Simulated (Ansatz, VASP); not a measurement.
One calculation of LiF3, two programs

Contents of INCAR:

```
PREC = Accurate ; ENCUT = 600
EDIFF = 1E-6 ; ISMEAR = 0
SIGMA = 0.1 ; LREAL = False
LASPH = True ; NELM = 150
ALGO = Normal ; ISIF = 3
LWAVE = False ; LCHARG = False
ISPIN = 2 ; MAGMOM = 0 0.72 0.72 0.72
LORBIT = 11 ; GGA = PE
IBRION = 2 ; NSW = 90
EDIFFG = -0.04
```

The input KPOINTS:

```
Automatic mesh
0
Gamma
  6 6 4
```

POSCAR

```
LiF3
1.0
    3.0013638949      0.0000000000      0.0000000000
   -1.5006819474      2.5992573790      0.0000000000
    0.0000000000      0.0000000000      7.0083875619
Li F
1 3
Direct
    0.6666666667      0.3333333333      0.0000000000
    0.6666666667      0.3333333333      0.5000000000
    0.3333333333      0.6666666667      0.1390881087
    0.3333333333      0.6666666667      0.8609118913
```

Input for Ansatz:

```yaml
crystal:
  lattice:
    - [3.0013638949, 0.0, 0.0]
    - [-1.5006819474, 2.599257379, 0.0]
    - [0.0, 0.0, 7.0083875619]
  atoms:
    - { symbol: Li, position: [0.6666666667, 0.3333333333, 0.0] }
    - { symbol: F, position: [0.6666666667, 0.3333333333, 0.5], spin: 0.72 }
    - { symbol: F, position: [0.3333333333, 0.6666666667, 0.1390881087], spin: 0.72 }
    - { symbol: F, position: [0.3333333333, 0.6666666667, 0.8609118913], spin: 0.72 }
basis:
  ecutwfc: 420
kpoints:
  mp_grid: { grid: [6, 6, 4] }
hamiltonian:
  xc: pbe
scf:
  occupations: { method: gaussian, width: 0.1 }
  lower_state_search: "off"
output:
  forces: true
  stress: true
  eigenvalues: true
  populations: true
magnetization:
  spin_polarized: true
relax:
  adjacent_minimum: "off"
  f_tol: 0.04
  max_steps: 70
  cell: { stress_tol: 0.4 }
```

Change from the starting cell: species swapped into the ZnCu3 type (P-6m2, No. 187).

Alike in both runs: task relaxation of cell and atoms; functional PBE; k mesh 6 × 6 × 4; occupations gaussian, width 0.1 eV; collinear spin.

```csv
,VASP,Ansatz
version,VASP 6.6.1,Ansatz 0.2.0
potentials or method,"VASP PAW PBE potentials, release 64 (Li_sv, F), cutoff 600 eV","scalar-relativistic, plane waves, PAW"
valence electrons in the cell,24,24
```

|  | VASP | Ansatz | Ansatz less VASP |
| --- | --- | --- | --- |
| net moment per atom (μB) | 0.00 | 0.50 | +0.500 |
| size of the moment on the site where the two differ most (μB) | 0.75 | 0.96 | +0.212 |
| relaxed volume (Å³/atom) | 12.70 | 13.67 | +0.972 |
| relaxed cell length with the largest relative difference (Å) | 6.053 | 7.008 | +0.9554 |

The net moments are unlike, so the other rows may belong to different states. Site moments also hang on the region over which each program counts them.

Noted on VASP's run: the cutoff is short for stress, so the pressure is rough.
